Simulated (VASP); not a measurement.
A run of VASP 6.6.1:

Contents of POSCAR:

```
MgH2
1.0
    0.0000000000      2.3911050704      2.3911050704
    2.3911050704      0.0000000000      2.3911050704
    2.3911050704      2.3911050704      0.0000000000
Mg H
1 2
Direct
    0.0000000000      0.0000000000      0.0000000000
    0.7500000000      0.7500000000      0.7500000000
    0.2500000000      0.2500000000      0.2500000000
```

INCAR.step1

```
  ALGO = Normal
  EDIFF = 1E-4
  ENCUT = 520
  GGA = PE
  ISMEAR = -1
  LASPH = T
  LCHARG = F
  LREAL = F
  LWAVE = T
  NBANDS = 9
  NELM = 60
  PREC = Accurate
  SIGMA = 0.1
```

The input INCAR.step2:

```
  ALGO = Normal
  EDIFF = 1E-6
  ENCUT = 520
  ISIF = 2
  ISMEAR = -1
  ISTART = 1
  LASPH = T
  LCHARG = T
  LELF = T
  LMIXTAU = T
  LREAL = F
  LVHAR = T
  LWAVE = F
  METAGGA = R2SCAN
  NBANDS = 9
  NELM = 60
  PREC = Accurate
  SIGMA = 0.1
```

KPOINTS

```
k-points
0
Gamma
  6 6 6
```

Potentials or basis: VASP PAW PBE potentials, release 64 (Mg, H).

Launch:

```bash
$ cat potpaw_PBE.64/Mg/POTCAR potpaw_PBE.64/H/POTCAR > POTCAR
$ cp INCAR.step1 INCAR
$ mpirun -np 1 vasp_std > vasp.out
$ cp INCAR.step2 INCAR
$ mpirun -np 1 vasp_std > vasp.out
```

Hardware: 1 thread of Intel(R) Xeon(R) 6975P-C (Granite Rapids) (shared host).

**Question.** How long does it take, and how much memory?

**Answer.** It took 13 s on 1 thread of Intel(R) Xeon(R) 6975P-C (Granite Rapids) (shared host), peak memory 0.16 GiB. Counts: k points 16.
